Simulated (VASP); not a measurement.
# GaN (Fm-3m) in VASP: notebook

GaN is run at these levels: PBE, r2SCAN; tasks: single point.

Everything below comes from runs of VASP 6.6.1. Logs are shortened: lines on timing, memory, paths and dates and some standing lists are left out, and cuts for length are marked.

## Step 1: The cell of the first run

It takes space group Fm-3m (No. 225, cubic). Conventional cell: a = 4.259 Å, b = 4.259 Å, c = 4.259 Å, α = 90.00°, β = 90.00°, γ = 90.00°. Ga (site symmetry m-3m) has 6 N at 2.13 Å within 2.8 Å. Within 2.8 Å of N (site symmetry m-3m) lie 6 Ga at 2.13 Å.

## Step 2: Single point, PBE (strain +1.0%)

INCAR

```
SYSTEM = GaN
ALGO     = Normal         ! electronic algorithm
EDIFF    = 1E-6           ! SCF threshold, eV
ENCUT    = 520            ! plane-wave cutoff, eV
GGA      = PE             ! functional
ISIF     = 2              ! what is computed and relaxed
ISMEAR   = -1             ! smearing method
LASPH    = .TRUE.         ! aspherical terms in the spheres
LCHARG   = .FALSE.        ! write CHGCAR
LREAL    = .FALSE.        ! projectors in reciprocal space
LWAVE    = .FALSE.        ! write WAVECAR
NBANDS   = 16             ! bands
NELM     = 60             ! most SCF steps
PREC     = Accurate       ! precision mode
SIGMA    = 0.02           ! smearing width, eV
```

KPOINTS

```
k-points
0
G
  10 10 10
  0 0 0
```

POSCAR

```
GaN
1.0
    0.0000000000      2.1296003866      2.1296003866
    2.1296003866      0.0000000000      2.1296003866
    2.1296003866      2.1296003866      0.0000000000
Ga N
1 1
Direct
    0.0000000000      0.0000000000      0.0000000000
    0.5000000000      0.5000000000      0.5000000000
```

Potentials or basis: VASP PAW PBE potentials, release 64 (Ga_d, N).

Started as:

```sh
$ cat potpaw_PBE.64/Ga_d/POTCAR potpaw_PBE.64/N/POTCAR > POTCAR
$ mpirun -np 1 vasp_std > vasp.out
```

OUTCAR:

```text
SYSTEM = GaN
   EDIFF = 1E-6
   ENCUT = 520
   GGA = PE
   ISIF = 2
   ISMEAR = -1
   LASPH = .TRUE.
   LREAL = .FALSE.
   NELM = 60
   PREC = Accurate

 ion  position               nearest neighbor table
   1  0.000  0.000  0.000-   2 2.13   2 2.13   2 2.13   2 2.13   2 2.13   2 2.13
   2  0.500  0.500  0.500-   1 2.13   1 2.13   1 2.13   1 2.13   1 2.13   1 2.13

  LATTYP: Found a face centered cubic cell.
 ALAT       =     4.2592007732

  Lattice vectors:

 A1 = (   0.0000000000,   2.1296003866,   2.1296003866)
 A2 = (   2.1296003866,   0.0000000000,   2.1296003866)
 A3 = (   2.1296003866,   2.1296003866,   0.0000000000)

Analysis of symmetry for initial positions (statically):
=====================================================================
 Subroutine PRICEL returns:
 Original cell was already a primitive cell.

 Routine SETGRP: Setting up the symmetry group for a
 face centered cubic supercell.

 Subroutine GETGRP returns: Found 48 space group operations
[... 9 lines left out ...]

 Routine SETGRP: Setting up the symmetry group for a
 face centered cubic supercell.

 Subroutine GETGRP returns: Found 48 space group operations
[... 11 lines left out ...]
                                     Primitive cell

  volume of cell :      19.3163

  direct lattice vectors                    reciprocal lattice vectors
     0.000000000  2.129600387  2.129600387    -0.234785833  0.234785833  0.234785833
     2.129600387  0.000000000  2.129600387     0.234785833 -0.234785833  0.234785833
     2.129600387  2.129600387  0.000000000     0.234785833  0.234785833 -0.234785833

  length of vectors
     3.011709749  3.011709749  3.011709749     0.406660991  0.406660991  0.406660991

  position of ions in fractional coordinates (direct lattice)
     0.000000000  0.000000000  0.000000000
     0.500000000  0.500000000  0.500000000

  ion indices of the primitive-cell ions
   primitive index   ion index
                 1           1
                 2           2

----------------------------------------------------------------------------------------

 KPOINTS: k-points

Automatic generation of k-mesh.
 Grid dimensions read from file:
 generate k-points for:   10   10   10

 Generating k-lattice:

  Cartesian coordinates                     Fractional coordinates (reciprocal lattice)
    -0.023478583  0.023478583  0.023478583     0.100000000  0.000000000  0.000000000
     0.023478583 -0.023478583  0.023478583     0.000000000  0.100000000  0.000000000
     0.023478583  0.023478583 -0.023478583     0.000000000  0.000000000  0.100000000

  Length of vectors
     0.040666099  0.040666099  0.040666099

  Shift w.r.t. Gamma in fractional coordinates (k-lattice)
     0.000000000  0.000000000  0.000000000

 Subroutine IBZKPT returns following result:
 ===========================================

 Found     47 irreducible k-points:

 Following reciprocal coordinates:
            Coordinates               Weight
  0.000000  0.000000  0.000000      1.000000
  0.100000  0.000000  0.000000      8.000000
  0.200000  0.000000  0.000000      8.000000
  0.300000  0.000000  0.000000      8.000000
  0.400000  0.000000  0.000000      8.000000
  0.500000  0.000000  0.000000      4.000000
[... 16 lines left out ...]
  0.300000  0.300000  0.000000      6.000000
  0.400000  0.300000  0.000000     24.000000
 [... further k-points ...]
   k-points           NKPTS =     47   k-points in BZ     NKDIM =     47   number of bands    NBANDS=     16
   number of dos      NEDOS =    301   number of ions     NIONS =      2
   total plane-waves  NPLWV =  13824
   dimension x,y,z NGX =    24 NGY =   24 NGZ =   24
   dimension x,y,z NGXF=    48 NGYF=   48 NGZF=   48
   ions per type =               1   1
   NGX,Y,Z   is equivalent  to a cutoff of  13.25, 13.25, 13.25 a.u.
   NGXF,Y,Z  is equivalent  to a cutoff of  26.50, 26.50, 26.50 a.u.
 SYSTEM =  GaN
   PREC   = accura    normal or accurate (medium, high low for compatibility)
   ISTART =      0    job   : 0-new  1-cont  2-samecut
   ICHARG =      2    charge: 1-file 2-atom 10-const
   ISPIN  =      1    spin polarized calculation?
   LNONCOLLINEAR =      F non collinear calculations
   LSORBIT =      F    spin-orbit coupling
   LASPH  =      T    aspherical Exc in radial PAW
   ENCUT  =  520.0 eV  38.22 Ry    6.18 a.u.   5.60  5.60  5.60*2*pi/ulx,y,z
   NELM   =     60;   NELMIN=  2; NELMDL= -5     # of ELM steps
   EDIFF  = 0.1E-05   stopping-criterion for ELM
   LREAL  =      F    real-space projection
   EDIFFG = 0.1E-04   stopping-criterion for IOM
   NSW    =      0    number of steps for IOM
   IBRION =     -1    ionic relax: 0-MD 1-quasi-New 2-CG
   NFREE  =      0    steps in history (QN), initial steepest desc. (CG)
   ISIF   =      2    stress and relaxation
   ISYM   =      2    0-nonsym 1-usesym 2-fastsym
   POTIM  = 0.5000    time-step for ionic-motion
   TEBEG  =    0.0;   TEEND  =   0.0 temperature during run
   PSTRESS=    0.0 pullay stress
   NELECT =      18.0000    total number of electrons
   NUPDOWN=      -1.0000    fix difference up-down
   EMIN   =  10.00;   EMAX   =-10.00  energy-range for DOS
   EFERMI =   0.00;   METHOD = LEGACY
   ISMEAR =    -1;   SIGMA  =   0.02  broadening in eV -4-tet -1-fermi 0-gaus
   EFERMI_NEDOS =   21; number of points for ismear=-14 and -15
   IALGO  =     38    algorithm
   IMIX   =      4    mixing-type and parameters
     AMIX     =   0.40;   BMIX     =  1.00
     AMIX_MAG =   1.60;   BMIX_MAG =  1.00
  volume/ion in A,a.u.               =       9.66        65.18
  Fermi-wavevector in a.u.,A,eV,Ry     =   1.599033  3.021735 34.788845  2.556908
  Thomas-Fermi vector in A             =   2.696390
   LORBIT       =      0    0 simple, 1 ext, 2 COOP (PROOUT), +10 PAW based schemes
   GGA     = PE    functional components
   LHFCALC =     F    Hartree Fock is set to
   AEXX    =    0.0000 exact exchange contribution
   IVDW    =     0    specifies the selected vdW correction
   LEPSILON=     F    determine dielectric tensor
   LRPA    =     F    only Hartree local field effects (RPA)
 non-spin polarized calculation
  energy-cutoff  :      520.00
  volume of cell :       19.32
 maximum number of plane-waves:       534
 NGX is ok and might be reduce to    24
   NGX = 11   NGY = 11   NGZ = 11

 number of electron      18.0000007 magnetization

 Free energy of the ion-electron system (eV)
  ---------------------------------------------------
  ext. energy  EPLUGINS =         0.00000000
  ---------------------------------------------------
  free energy    TOTEN  =       -11.20516514 eV

  energy without entropy =      -11.20516508  energy(sigma->0) =      -11.20516511

 E-fermi :   7.8443     XC(G=0): -12.9491

 val. band max:        7.5864858779   @ k =  -0.2000   0.2000   0.0000
 cond. band min:       8.0609892177   @ k =   0.5000   0.5000   0.0000
 fundamental gap:      0.4745033399
 Fermi energy:         7.8443272154

 k-point     1 :       0.0000    0.0000    0.0000
  band No.  band energies     occupation
      1      -9.4615      2.00000
      2      -6.3854      2.00000
      3      -6.3854      2.00000
      4      -6.3854      2.00000
      5      -6.2965      2.00000
      6      -6.2965      2.00000
[... 8 lines left out ...]
     15      23.1061      0.00000
     16      23.1061      0.00000

 k-point     2 :       0.1000    0.0000    0.0000
  band No.  band energies     occupation
      1      -9.2715      2.00000
      2      -6.3923      2.00000
      3      -6.3764      2.00000
      4      -6.3764      2.00000
      5      -6.3080      2.00000
      6      -6.3080      2.00000
[... 8 lines left out ...]
     15      23.3576      0.00000
     16      23.3576      0.00000

 k-point     3 :       0.2000    0.0000    0.0000
  band No.  band energies     occupation
      1      -8.7216      2.00000
      2      -6.4098      2.00000
      3      -6.3975      2.00000
      4      -6.3975      2.00000
      5      -6.2928      2.00000
      6      -6.2928      2.00000
[... 8 lines left out ...]
     15      24.4511      0.00000
     16      24.4511      0.00000

 k-point     4 :       0.3000    0.0000    0.0000
  band No.  band energies     occupation
      1      -7.8901      2.00000
      2      -6.4578      2.00000
      3      -6.4578      2.00000
      4      -6.4301      2.00000
      5      -6.2385      2.00000
      6      -6.2385      2.00000
[... 8 lines left out ...]
     15      26.2418      0.00000
     16      26.2418      0.00000

 k-point     5 :       0.4000    0.0000    0.0000
  band No.  band energies     occupation
      1      -6.9936      2.00000
      2      -6.5098      2.00000
      3      -6.5098      2.00000
      4      -6.4424      2.00000
      5      -6.1905      2.00000
      6      -6.1905      2.00000
[... 8 lines left out ...]
     15      28.5479      0.00000
     16      28.5479      0.00000

 k-point     6 :       0.5000    0.0000    0.0000
  band No.  band energies     occupation
      1      -6.5690      2.00000
      2      -6.5297      2.00000
      3      -6.5297      2.00000
      4      -6.4226      2.00000
      5      -6.1718      2.00000
      6      -6.1718      2.00000
[... 8 lines left out ...]
     15      30.4171      0.00000
     16      30.4171      0.00000
[... 267 lines left out ...]
 k-point    21 :      -0.3000    0.2000    0.0000
  band No.  band energies     occupation
      1      -7.4009      2.00000
      2      -6.4658      2.00000
      3      -6.4626      2.00000
      4      -6.3749      2.00000
      5      -6.2343      2.00000
      6      -5.5642      2.00000
[... 8 lines left out ...]
     15      26.8867      0.00000
     16      28.1476      0.00000

 k-point    22 :      -0.2000    0.2000    0.0000
  band No.  band energies     occupation
      1      -7.7993      2.00000
      2      -6.4475      2.00000
      3      -6.4470      2.00000
      4      -6.4174      2.00000
      5      -6.2850      2.00000
      6      -6.0007      2.00000
[... 8 lines left out ...]
     15      26.1237      0.00000
     16      28.2591      0.00000

 k-point    23 :       0.3000    0.3000    0.0000
  band No.  band energies     occupation
      1      -8.0652      2.00000
      2      -6.4962      2.00000
      3      -6.2286      2.00000
      4      -6.2268      2.00000
      5      -6.2268      2.00000
      6      -5.7611      2.00000
[... 8 lines left out ...]
     15      31.2894      0.00000
     16      32.9278      0.00000

 k-point    24 :       0.4000    0.3000    0.0000
  band No.  band energies     occupation
      1      -7.9247      2.00000
      2      -6.5088      2.00000
      3      -6.2592      2.00000
      4      -6.2127      2.00000
      5      -6.1660      2.00000
      6      -5.1074      2.00000
[... 8 lines left out ...]
     15      32.0661      0.00000
     16      33.4160      0.00000

 [... further k-points ...]
[... 5 lines left out ...]
  --------------------------------------------------------------------------------------
  -------------------------------------------------------------------------------------
  Total        0.2553066      0.2553066      0.2553066     -0.0000000      0.0000000     -0.0000000
  in kB       21.1762138     21.1762138     21.1762138     -0.0000000      0.0000000     -0.0000000
  external PRESSURE =      21.1762138 kB  Pullay stress =       0.0000000 kB

 VOLUME and BASIS-vectors are now :
 -----------------------------------------------------------------------------
  energy-cutoff  :      520.00
  volume of cell :       19.32
      direct lattice vectors                 reciprocal lattice vectors
     0.000000000  2.129600387  2.129600387    -0.234785833  0.234785833  0.234785833
     2.129600387  0.000000000  2.129600387     0.234785833 -0.234785833  0.234785833
     2.129600387  2.129600387  0.000000000     0.234785833  0.234785833 -0.234785833

 POSITION                                       TOTAL-FORCE (eV/Angst)
 -----------------------------------------------------------------------------------
      0.00000      0.00000      0.00000         0.000000      0.000000     -0.000000
      2.12960      2.12960      2.12960         0.000000     -0.000000      0.000000
 -----------------------------------------------------------------------------------
    total drift:                                0.000000     -0.000000     -0.000000

  FREE ENERGIE OF THE ION-ELECTRON SYSTEM (eV)
  ---------------------------------------------------
  free  energy   TOTEN  =       -11.2051651384 eV

  energy  without entropy=      -11.2051650758  energy(sigma->0) =      -11.20516511
```

Run time: 34 s. Hardware: 1 thread of AMD EPYC 7R13, shared host; peak memory 0.11 GiB.

Results:

```
Free energy            : -11.2052 eV
Pressure               : 2.1 GPa
Band gap on the k mesh : 0.47 eV, indirect (least direct gap 2.46 eV)
```

Caveat: the cell differs from its parent crystal (strain +1.0%). A k mesh can miss the band edges.

## Step 3: Single point, PBE (strain +2.0%)

INCAR

```
PREC     = Accurate       # precision mode
ENCUT    = 520            # plane-wave cutoff, eV
EDIFF    = 1E-6           # SCF threshold, eV
ISMEAR   = -1             # smearing method
SIGMA    = 0.02           # smearing width, eV
LREAL    = F              # projectors in reciprocal space
LASPH    = T              # aspherical terms in the spheres
NELM     = 60             # most SCF steps
ALGO     = Normal         # electronic algorithm
ISIF     = 2              # what is computed and relaxed
LWAVE    = F              # write WAVECAR
LCHARG   = T              # write CHGCAR
GGA      = PE             # functional
LELF     = T              # ELF
LVHAR    = T            
NBANDS   = 16             # bands
```

KPOINTS

```
Automatic mesh
0
Gamma
  10 10 10
```

POSCAR

```
GaN
1.0
    0.0000000000      2.1506855390      2.1506855390
    2.1506855390      0.0000000000      2.1506855390
    2.1506855390      2.1506855390      0.0000000000
Ga N
1 1
Direct
    0.0000000000      0.0000000000      0.0000000000
    0.5000000000      0.5000000000      0.5000000000
```

Potentials or basis: VASP PAW PBE potentials, release 64 (Ga_d, N).

Started as:

```sh
$ cat potpaw_PBE.64/Ga_d/POTCAR potpaw_PBE.64/N/POTCAR > POTCAR
$ mpirun -np 1 vasp_std > vasp.out
```

OUTCAR:

```text
PREC = Accurate
   ENCUT = 520
   EDIFF = 1E-6
   ISMEAR = -1
   LREAL = F
   LASPH = T
   NELM = 60
   ISIF = 2
   GGA = PE

 ion  position               nearest neighbor table
   1  0.000  0.000  0.000-   2 2.15   2 2.15   2 2.15   2 2.15   2 2.15   2 2.15
   2  0.500  0.500  0.500-   1 2.15   1 2.15   1 2.15   1 2.15   1 2.15   1 2.15

  LATTYP: Found a face centered cubic cell.
 ALAT       =     4.3013710780

  Lattice vectors:

 A1 = (   0.0000000000,   2.1506855390,   2.1506855390)
 A2 = (   2.1506855390,   0.0000000000,   2.1506855390)
 A3 = (   2.1506855390,   2.1506855390,   0.0000000000)

Analysis of symmetry for initial positions (statically):
=====================================================================
 Subroutine PRICEL returns:
 Original cell was already a primitive cell.

 Routine SETGRP: Setting up the symmetry group for a
 face centered cubic supercell.

 Subroutine GETGRP returns: Found 48 space group operations
[... 9 lines left out ...]

 Routine SETGRP: Setting up the symmetry group for a
[... 144 lines left out ...]

 Free energy of the ion-electron system (eV)
  ---------------------------------------------------
  ext. energy  EPLUGINS =         0.00000000
  ---------------------------------------------------
  free energy    TOTEN  =       -11.20202713 eV

  energy without entropy =      -11.20202328  energy(sigma->0) =      -11.20202520

 E-fermi :   7.3983     XC(G=0): -12.7832

 val. band max:        7.2298493190   @ k =  -0.2000   0.2000   0.0000
 cond. band min:       7.5242119059   @ k =   0.5000   0.5000   0.0000
 fundamental gap:      0.2943625869
 Fermi energy:         7.3983334195

 k-point     1 :       0.0000    0.0000    0.0000
  band No.  band energies     occupation
      1      -9.5342      2.00000
      2      -6.7572      2.00000
      3      -6.7572      2.00000
      4      -6.7572      2.00000
      5      -6.6748      2.00000
      6      -6.6748      2.00000
[... 433 lines left out ...]
      3      -6.6395      2.00000
      4      -6.5959      2.00000
      5      -6.5549      2.00000
      6      -5.4284      2.00000
[... 8 lines left out ...]
     15      31.3164      0.00000
     16      32.5765      0.00000

 [... further k-points ...]
[... 5 lines left out ...]
  --------------------------------------------------------------------------------------
  -------------------------------------------------------------------------------------
  Total       -0.4860548     -0.4860548     -0.4860548     -0.0000000     -0.0000000     -0.0000000
  in kB      -39.1412812    -39.1412812    -39.1412812     -0.0000000     -0.0000000     -0.0000000
  external PRESSURE =     -39.1412812 kB  Pullay stress =       0.0000000 kB

 VOLUME and BASIS-vectors are now :
 -----------------------------------------------------------------------------
  energy-cutoff  :      520.00
  volume of cell :       19.90
      direct lattice vectors                 reciprocal lattice vectors
     0.000000000  2.150685539  2.150685539    -0.232484011  0.232484011  0.232484011
     2.150685539  0.000000000  2.150685539     0.232484011 -0.232484011  0.232484011
     2.150685539  2.150685539  0.000000000     0.232484011  0.232484011 -0.232484011

 POSITION                                       TOTAL-FORCE (eV/Angst)
 -----------------------------------------------------------------------------------
      0.00000      0.00000      0.00000         0.000000     -0.000000      0.000000
      2.15069      2.15069      2.15069        -0.000000      0.000000     -0.000000
 -----------------------------------------------------------------------------------
    total drift:                                0.000000     -0.000000     -0.000000

  FREE ENERGIE OF THE ION-ELECTRON SYSTEM (eV)
  ---------------------------------------------------
  free  energy   TOTEN  =       -11.2020271268 eV

  energy  without entropy=      -11.2020232815  energy(sigma->0) =      -11.20202520
```

Run time: 40 s. Hardware: 1 thread of AMD EPYC 7R13, shared host; peak memory 0.12 GiB.

Results:

| Item | Value |
| --- | --- |
| Free energy | -11.2020 eV |
| Pressure | -3.9 GPa |
| Band gap on the k mesh | 0.29 eV, indirect (least direct gap 2.11 eV) |

Levels at points of the mesh, in eV from the valence-band top:
```csv
k point,band 6,band 7,band 8,band 9,band 10,band 11,band 12,band 13
"(0.00, 0.00, 0.00)",-13.90,-0.43,-0.43,-0.43,1.68,14.45,14.45,14.45
"(0.50, 0.00, 0.00)",-13.79,-7.95,-0.14,-0.14,4.50,8.75,8.82,8.82
"(0.50, 0.50, 0.00)",-11.08,-6.70,-2.82,-2.82,0.29,7.80,11.43,13.86
```

Caveat: the cell differs from its parent crystal (strain +2.0%).

## Step 4: Single point, PBE (strain +3.0%)

INCAR

```
SYSTEM = GaN
PREC = Accurate ; ENCUT = 520
EDIFF = 1E-7 ; ISMEAR = -1
SIGMA = 0.02 ; LREAL = .False.
LASPH = .True. ; NELM = 60
ALGO = Normal ; ISIF = 2
LWAVE = .False. ; LCHARG = .False.
GGA = PE ; NBANDS = 16
```

KPOINTS

```
Automatic mesh
0
Gamma
  10 10 10
  0 0 0
```

POSCAR

```
GaN
1.0
    0.0000000000      2.1717706913      2.1717706913
    2.1717706913      0.0000000000      2.1717706913
    2.1717706913      2.1717706913      0.0000000000
Ga N
1 1
Direct
    0.0000000000      0.0000000000      0.0000000000
    0.5000000000      0.5000000000      0.5000000000
```

Started as:

```sh
$ cat potpaw_PBE.64/Ga_d/POTCAR potpaw_PBE.64/N/POTCAR > POTCAR
$ mpirun -np 1 vasp_std > vasp.out
```

It took 35 s on 1 thread of AMD EPYC 7R13, shared host; peak memory 0.12 GiB.

The run converged. Its results:

```
Free energy            : -11.1782 eV
Pressure               : -9.1 GPa
Band gap on the k mesh : 0.12 eV, indirect (least direct gap 1.77 eV)
```

Levels at points of the mesh, in eV from the valence-band top:
| k point | band 6 | band 7 | band 8 | band 9 | band 10 | band 11 | band 12 | band 13 |
| --- | --- | --- | --- | --- | --- | --- | --- | --- |
| (0.00, 0.00, 0.00) | -13.93 | -0.40 | -0.40 | -0.40 | 1.36 | 14.28 | 14.28 | 14.28 |
| (0.50, 0.00, 0.00) | -13.70 | -7.80 | -0.14 | -0.14 | 4.38 | 8.39 | 8.66 | 8.66 |
| (0.50, 0.50, 0.00) | -11.13 | -6.48 | -2.72 | -2.72 | 0.12 | 7.77 | 11.14 | 13.49 |

Caveat: the cell differs from its parent crystal (strain +3.0%).

(Continued in part 2 of 2.)
